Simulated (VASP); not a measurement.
# Cu8Cl in VASP: single point with PBE+D3(BJ)

Aim: the single point of Cu8Cl with PBE+D3(BJ).

Everything below comes from runs of VASP 6.6.1. Logs are shortened: lines on timing, memory, paths and dates and some standing lists are left out, and cuts for length are marked.

**1. The cell of the first run**

The cell holds a slab with vacuum, 18 atoms: a = 5.039 Å, b = 5.039 Å, c = 23.345 Å, α = 90.00°, β = 90.00°, γ = 90.00°.

**2. Single point, PBE+D3(BJ)**

File INCAR:

```
ALGO = Normal ; DIPOL = 0.5 0.5 0.480
EDIFF = 1E-7 ; ENCUT = 520
GGA = PE ; IDIPOL = 3
ISIF = 2 ; ISMEAR = 0
IVDW = 12 ; LASPH = True
LCHARG = False ; LDIPOL = True
LREAL = Auto ; LWAVE = False
NBANDS = 110 ; NELM = 80
PREC = Accurate ; SIGMA = 0.1
```

File KPOINTS:

```
k-points
0
Gamma
  4 4 1
```

File POSCAR:

```
Cu8Cl
1.0
    5.0393684365      0.0000000000      0.0000000000
    0.0000000000      5.0393684365      0.0000000000
    0.0000000000      0.0000000000     23.3450573916
Cu Cl
16 2
Direct
    0.2500000000      0.2500000000      0.3426849575
    0.2500000000      0.7500000000      0.3426849575
    0.7500000000      0.2500000000      0.3426849575
    0.7500000000      0.7500000000      0.3426849575
    0.5000000000      0.5000000000      0.4190045727
    0.5000000000      0.0000000000      0.4190045727
    0.0000000000      0.5000000000      0.4190045727
    0.0000000000      0.0000000000      0.4190045727
    0.7503326500      0.7498560616      0.4959239237
    0.7503568991      0.2497734762      0.4959302962
    0.2499257074      0.7495454936      0.4975980600
    0.2498995631      0.2494831998      0.4976133373
    0.0072024874     -0.0008149679      0.5737089402
    0.0071983063      0.4987493046      0.5736304292
    0.4938657632     -0.0000169001      0.5738499695
    0.4940369022      0.4998167780      0.5738882193
   -0.2485106303      0.5045917927      0.6549960943
   -0.2499352811      0.0045644102      0.6550487696
```

Potentials or basis: VASP PAW PBE potentials, release 64 (Cu, Cl).

Started as:

```sh
$ cat potpaw_PBE.64/Cu/POTCAR potpaw_PBE.64/Cl/POTCAR > POTCAR
$ mpirun -np 1 vasp_std > vasp.out
```

OUTCAR:

```text
EDIFF = 1E-7
   ENCUT = 520
   GGA = PE
   ISIF = 2
   ISMEAR = 0
   IVDW = 12
   LASPH = True
   LREAL = Auto
   NELM = 80
   PREC = Accurate
 IVDW          = 12

 ion  position               nearest neighbor table
   1  0.250  0.250  0.343-   5 2.52   6 2.52   7 2.52   8 2.52   2 2.52   3 2.52   2 2.52   3 2.52

   2  0.250  0.750  0.343-   5 2.52   6 2.52   7 2.52   8 2.52   1 2.52   4 2.52   1 2.52   4 2.52

   3  0.750  0.250  0.343-   5 2.52   6 2.52   7 2.52   8 2.52   1 2.52   4 2.52   4 2.52   1 2.52
[... 12 lines left out ...]
                            13 2.56  14 2.56  16 2.56  15 2.56
  10  0.750  0.250  0.496-  12 2.52   9 2.52   9 2.52  12 2.52   8 2.53   7 2.53   6 2.53   5 2.53
                            14 2.56  15 2.56  13 2.56  16 2.56
  11  0.250  0.750  0.498-  13 2.50  14 2.50  16 2.50  15 2.50   9 2.52  12 2.52  12 2.52   9 2.52
                             7 2.56   5 2.56   8 2.56   6 2.56
  12  0.250  0.249  0.498-  14 2.49  13 2.50  15 2.50  16 2.51  10 2.52  11 2.52  11 2.52  10 2.52
                             8 2.56   6 2.56   7 2.56   5 2.56
  13  0.007  0.999  0.574-  18 2.30  15 2.45  11 2.50  12 2.50  14 2.52  14 2.52   9 2.56  10 2.56
                            15 2.59
  14  0.007  0.499  0.574-  17 2.30  16 2.45  12 2.49  11 2.50  13 2.52  13 2.52  10 2.56   9 2.56
                            16 2.59
  15  0.494  1.000  0.574-  18 2.29  13 2.45  12 2.50  11 2.50  16 2.52  16 2.52  10 2.56   9 2.56
                            13 2.59
  16  0.494  0.500  0.574-  17 2.30  14 2.45  11 2.50  12 2.51  15 2.52  15 2.52  10 2.56   9 2.56
                            14 2.59
  17  0.751  0.505  0.655-  16 2.30  14 2.30  18 2.52  18 2.52
  18  0.750  0.005  0.655-  15 2.29  13 2.30  17 2.52  17 2.52

  LATTYP: Found a simple tetragonal cell.
 ALAT       =     5.0393684365
 C/A-ratio  =     4.6325363358

  Lattice vectors:

 A1 = (   5.0393684365,   0.0000000000,   0.0000000000)
 A2 = (   0.0000000000,   5.0393684365,   0.0000000000)
 A3 = (   0.0000000000,   0.0000000000,  23.3450573916)

Analysis of symmetry for initial positions (statically):
=====================================================================
 Subroutine PRICEL returns:
 Original cell was already a primitive cell.

 Routine SETGRP: Setting up the symmetry group for a
 simple tetragonal supercell.

 Subroutine GETGRP returns: Found  1 space group operations
 (whereof  1 operations were pure point group operations)
 out of a pool of 16 trial point group operations.

The static configuration has the point symmetry C_1 .

Analysis of symmetry for dynamics (positions and initial velocities):
=====================================================================
 Subroutine PRICEL returns:
 Original cell was already a primitive cell.

 Routine SETGRP: Setting up the symmetry group for a
 simple tetragonal supercell.

 Subroutine GETGRP returns: Found  1 space group operations
 (whereof  1 operations were pure point group operations)
 out of a pool of 16 trial point group operations.

The dynamic configuration has the point symmetry C_1 .

 Subroutine INISYM returns: Found  1 space group operations
 (whereof  1 operations are pure point group operations),
 and found     1 'primitive' translations

----------------------------------------------------------------------------------------

                                     Primitive cell

  volume of cell :     592.8532

  direct lattice vectors                    reciprocal lattice vectors
     5.039368437  0.000000000  0.000000000     0.198437565  0.000000000  0.000000000
     0.000000000  5.039368437  0.000000000     0.000000000  0.198437565  0.000000000
     0.000000000  0.000000000 23.345057392     0.000000000  0.000000000  0.042835620

  length of vectors
     5.039368437  5.039368437 23.345057392     0.198437565  0.198437565  0.042835620

  position of ions in fractional coordinates (direct lattice)
     0.250000000  0.250000000  0.342684957
     0.250000000  0.750000000  0.342684957
     0.750000000  0.250000000  0.342684957
     0.750000000  0.750000000  0.342684957
     0.500000000  0.500000000  0.419004573
     0.500000000  0.000000000  0.419004573
[... 10 lines left out ...]
     0.751489370  0.504591793  0.654996094
     0.750064719  0.004564410  0.655048770

  ion indices of the primitive-cell ions
   primitive index   ion index
                 1           1
                 2           2
                 3           3
                 4           4
                 5           5
                 6           6
[... 10 lines left out ...]
                17          17
                18          18

----------------------------------------------------------------------------------------

 KPOINTS: k-points

Automatic generation of k-mesh.
 Grid dimensions read from file:
 generate k-points for:    4    4    1

 Generating k-lattice:

  Cartesian coordinates                     Fractional coordinates (reciprocal lattice)
     0.049609391  0.000000000  0.000000000     0.250000000  0.000000000  0.000000000
     0.000000000  0.049609391  0.000000000     0.000000000  0.250000000  0.000000000
     0.000000000  0.000000000  0.042835620     0.000000000  0.000000000  1.000000000

  Length of vectors
     0.049609391  0.049609391  0.042835620

  Shift w.r.t. Gamma in fractional coordinates (k-lattice)
     0.000000000  0.000000000  0.000000000

 Subroutine IBZKPT returns following result:
 ===========================================

 Found     10 irreducible k-points:

 Following reciprocal coordinates:
            Coordinates               Weight
  0.000000  0.000000  0.000000      1.000000
  0.250000  0.000000  0.000000      2.000000
  0.000000  0.250000  0.000000      2.000000
  0.500000  0.000000  0.000000      1.000000
  0.000000  0.500000  0.000000      1.000000
  0.250000  0.250000  0.000000      2.000000
 -0.250000  0.250000  0.000000      2.000000
  0.500000  0.250000  0.000000      2.000000
 -0.250000  0.500000  0.000000      2.000000
  0.500000  0.500000  0.000000      1.000000
   k-points           NKPTS =     10   k-points in BZ     NKDIM =     10   number of bands    NBANDS=    110
   number of dos      NEDOS =    301   number of ions     NIONS =     18
   total plane-waves  NPLWV = 288000
   dimension x,y,z NGX =    40 NGY =   40 NGZ =  180
   dimension x,y,z NGXF=    80 NGYF=   80 NGZF=  360
   ions per type =              16   2
   NGX,Y,Z   is equivalent  to a cutoff of  13.20, 13.20, 12.82 a.u.
   NGXF,Y,Z  is equivalent  to a cutoff of  26.39, 26.39, 25.64 a.u.
 SYSTEM =  unknown system
   PREC   = accura    normal or accurate (medium, high low for compatibility)
   ISTART =      0    job   : 0-new  1-cont  2-samecut
   ICHARG =      2    charge: 1-file 2-atom 10-const
   ISPIN  =      1    spin polarized calculation?
   LNONCOLLINEAR =      F non collinear calculations
   LSORBIT =      F    spin-orbit coupling
   LASPH  =      T    aspherical Exc in radial PAW
   ENCUT  =  520.0 eV  38.22 Ry    6.18 a.u.   9.37  9.37 43.41*2*pi/ulx,y,z
   NELM   =     80;   NELMIN=  2; NELMDL= -5     # of ELM steps
   EDIFF  = 0.1E-06   stopping-criterion for ELM
   LREAL  =      T    real-space projection
   EDIFFG = 0.1E-05   stopping-criterion for IOM
   NSW    =      0    number of steps for IOM
   IBRION =     -1    ionic relax: 0-MD 1-quasi-New 2-CG
   NFREE  =      0    steps in history (QN), initial steepest desc. (CG)
   ISIF   =      2    stress and relaxation
   ISYM   =      2    0-nonsym 1-usesym 2-fastsym
   POTIM  = 0.5000    time-step for ionic-motion
   TEBEG  =    0.0;   TEEND  =   0.0 temperature during run
   PSTRESS=    0.0 pullay stress
   NELECT =     190.0000    total number of electrons
   NUPDOWN=      -1.0000    fix difference up-down
   EMIN   =  10.00;   EMAX   =-10.00  energy-range for DOS
   EFERMI =   0.00;   METHOD = LEGACY
   ISMEAR =     0;   SIGMA  =   0.10  broadening in eV -4-tet -1-fermi 0-gaus
   EFERMI_NEDOS =   21; number of points for ismear=-14 and -15
   IALGO  =     38    algorithm
   IMIX   =      4    mixing-type and parameters
     AMIX     =   0.40;   BMIX     =  1.00
     AMIX_MAG =   1.60;   BMIX_MAG =  1.00
  volume/ion in A,a.u.               =      32.94       222.27
  Fermi-wavevector in a.u.,A,eV,Ry     =   1.120324  2.117105 17.077024  1.255126
  Thomas-Fermi vector in A             =   2.256970
   LORBIT       =      0    0 simple, 1 ext, 2 COOP (PROOUT), +10 PAW based schemes
   GGA     = PE    functional components
   LHFCALC =     F    Hartree Fock is set to
   AEXX    =    0.0000 exact exchange contribution
   IVDW    =    12    specifies the selected vdW correction
   LEPSILON=     F    determine dielectric tensor
   LRPA    =     F    only Hartree local field effects (RPA)
 non-spin polarized calculation
 Gauss-broadening in eV      SIGMA  =   0.10
  energy-cutoff  :      520.00
  volume of cell :      592.85
 maximum number of plane-waves:     16036
 NGX is ok and might be reduce to    40
   NGX = 19   NGY = 19   NGZ = 87

 dipolmoment           0.000000      0.000000     -0.251829 electrons x Angstroem

 number of electron     190.0000004 magnetization

 dipolmoment           0.000000      0.000000      0.107529 electrons x Angstroem

 Free energy of the ion-electron system (eV)
  ---------------------------------------------------
  ext. energy  EPLUGINS =         0.00000000
  ---------------------------------------------------
  free energy    TOTEN  =       -60.13370165 eV

  energy without entropy =      -60.08912338  energy(sigma->0) =      -60.11141251

 E-fermi :  -0.2323     XC(G=0):  -5.3491

 val. band max:       -0.2872195498   @ k =   0.0000   0.0000   0.0000
 cond. band min:      -0.2272158334   @ k =   0.0000   0.2500   0.0000
 fundamental gap:      0.0600037164
 Fermi energy:        -0.2323236370

 k-point     1 :       0.0000    0.0000    0.0000
  band No.  band energies     occupation
      1     -17.1171      2.00000
      2     -14.8078      2.00000
      3      -9.2476      2.00000
      4      -7.7280      2.00000
      5      -7.1214      2.00000
      6      -6.2253      2.00000
[... 1089 lines left out ...]
    106       5.4458      0.00000
    107       6.2954      0.00000
 [bands above 107 left out]

------------------------ aborting loop because EDIFF is reached ----------------------------------------

 vacuum level on the upper side and lower side of the slab       (xc-potential included)         0.277        -0.455

 Edisp (eV)   -7.44521

 E8    (eV) :    -3.2780

  FORCE on cell =-STRESS in cart. coord.  units (eV):
  Direction    XX          YY          ZZ          XY          YZ          ZX
  --------------------------------------------------------------------------------------
  -------------------------------------------------------------------------------------
  Total      -3.17175     7.46082    -0.42795     0.00692    -0.01498    -0.03564
  in kB      -8.57162    20.16276    -1.15652     0.01869    -0.04048    -0.09631
  external pressure =        3.48 kB  Pullay stress =        0.00 kB

 VOLUME and BASIS-vectors are now :
 -----------------------------------------------------------------------------
  energy-cutoff  :      520.00
  volume of cell :      592.85
      direct lattice vectors                 reciprocal lattice vectors
     5.039368437  0.000000000  0.000000000     0.198437565  0.000000000  0.000000000
     0.000000000  5.039368437  0.000000000     0.000000000  0.198437565  0.000000000
     0.000000000  0.000000000 23.345057392     0.000000000  0.000000000  0.042835620

 POSITION                                       TOTAL-FORCE (eV/Angst)
 -----------------------------------------------------------------------------------
      1.25984      1.25984      8.00000        -0.000094     -0.000260      0.077111
      1.25984      3.77953      8.00000        -0.000092     -0.000263      0.077046
      3.77953      1.25984      8.00000         0.000132      0.000041      0.029122
      3.77953      3.77953      8.00000         0.000121      0.000001      0.029076
      2.51968      2.51968      9.78169        -0.098648     -0.003280     -0.054023
      2.51968      0.00000      9.78169        -0.098813     -0.002241     -0.055249
[... 10 lines left out ...]
      3.78703      2.54282     15.29092         0.001464     -0.010375      0.008687
      3.77985      0.02300     15.29215         0.006172     -0.009637      0.002867
 -----------------------------------------------------------------------------------
    total drift:                                0.000282      0.000329      0.002311

  FREE ENERGIE OF THE ION-ELECTRON SYSTEM (eV)
  ---------------------------------------------------
  free  energy   TOTEN  =       -67.5789153674 eV

  energy  without entropy=      -67.5343371002  energy(sigma->0) =      -67.55662623

 vacuum level on the upper side and lower side of the slab         4.926         4.177
```

It took 25 min on 1 thread of Intel Xeon 6975P-C (Granite Rapids), shared host; peak memory 0.82 GiB.

What came out:

```yaml
Free_energy: -67.5789 eV
Largest_force: 0.119 eV/Å
Band_gap_on_the_k_mesh: zero (band 95 reaches 0.53 eV, above the bottom of band 96 at -0.90 eV)
Dispersion_energy_per_atom: -0.414 eV
```

Forces on the atoms (eV/Å):
```
Cu   0.000  0.000  0.077
Cu   0.000  0.000  0.077
Cu   0.000  0.000  0.029
Cu   0.000  0.000  0.029
Cu  -0.099 -0.003 -0.054
Cu  -0.099 -0.002 -0.055
Cu   0.102 -0.003 -0.061
Cu   0.102 -0.003 -0.062
Cu  -0.018 -0.002 -0.013
Cu  -0.020  0.001 -0.018
Cu   0.025  0.003  0.011
Cu   0.028  0.007  0.004
Cu   0.019 -0.004  0.023
Cu   0.030  0.020  0.021
Cu  -0.038 -0.002 -0.010
Cu  -0.040  0.008 -0.012
Cl   0.001 -0.010  0.009
Cl   0.006 -0.010  0.003
```
